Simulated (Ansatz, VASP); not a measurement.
## MgHgSe2 in VASP and in Ansatz

```
Mg Se Hg
1.0
     4.26505    0.00000    0.00000
     0.00000    4.26505    0.00000
     0.00000    0.00000    5.93258
Mg Se Hg
1 2 1
Cartesian
  0.0000 0.0000 0.0000
  0.0000 2.1325 1.3953
  2.1325 0.0000 4.5373
  2.1325 2.1325 2.9663
```

Alike in both runs: task single point; functional PBE; k mesh 6 × 6 × 4; no spin polarisation.

|  | VASP | Ansatz |
| --- | --- | --- |
| version | VASP 6.6.1 | Ansatz 0.2.0 |
| potentials or method | VASP PAW PBE potentials, release 64 (Mg, Se, Hg) | plane waves, PAW |
| plane-wave cutoff (eV) | 520 | 420 |
| occupations | gaussian, width 0.01 eV | fixed |
| valence electrons in the cell | 26 | 62 |

VASP gave:

```
gap on the k mesh at the Fermi level (eV) : 0.70
pressure (GPa)                            : 3.3
rms of the force components (eV/Å)        : 0.042
```

**Question.** What did Ansatz give for the same quantities?

**Answer.** gap on the k mesh at the Fermi level (eV): 0.70; pressure (GPa): 3.1; rms of the force components (eV/Å): 0.025.

VASP's potentials hold 26 valence electrons a cell and Ansatz's 62, so a difference there can come from the potentials and not from the codes.

Neither program's run includes spin-orbit coupling.
